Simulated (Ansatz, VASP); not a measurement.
## Pt in VASP and in Ansatz

```
Pt
1.0
     0.00000    1.98670    1.98670
     1.98670    0.00000    1.98670
     1.98670    1.98670    0.00000
Pt
1
Direct
  0.00000 0.00000 0.00000
```

Alike in both runs: task single point; functional HSE06; k mesh 8 × 8 × 8; occupations fermi-dirac, width 0.05 eV; no spin polarisation.

|  | VASP | Ansatz |
| --- | --- | --- |
| version | VASP 6.6.1 | Ansatz 0.2.0 |
| potentials or method | VASP PAW PBE potentials, release 64 (Pt) | Ansatz PAW |
| plane-wave cutoff (eV) | 520 | 420 |
| valence electrons in the cell | 10 | 18 |

Ansatz gave:

| Property | Result |
| --- | --- |
| gap on the k mesh at the Fermi level (eV) | none |
| pressure (GPa) | -9.4 |

**Question.** Estimate VASP's values.

**Answer.** gap on the k mesh at the Fermi level (eV): none; pressure (GPa): -9.0.

A gap of «none» marks a metal or a gap that the smearing closes. With one functional, cell and mesh, what is left measures potentials, basis and numerics. VASP's potentials hold 10 valence electrons a cell and Ansatz's 18, so a difference there can come from the potentials and not from the codes.

Spin-orbit coupling is off throughout.
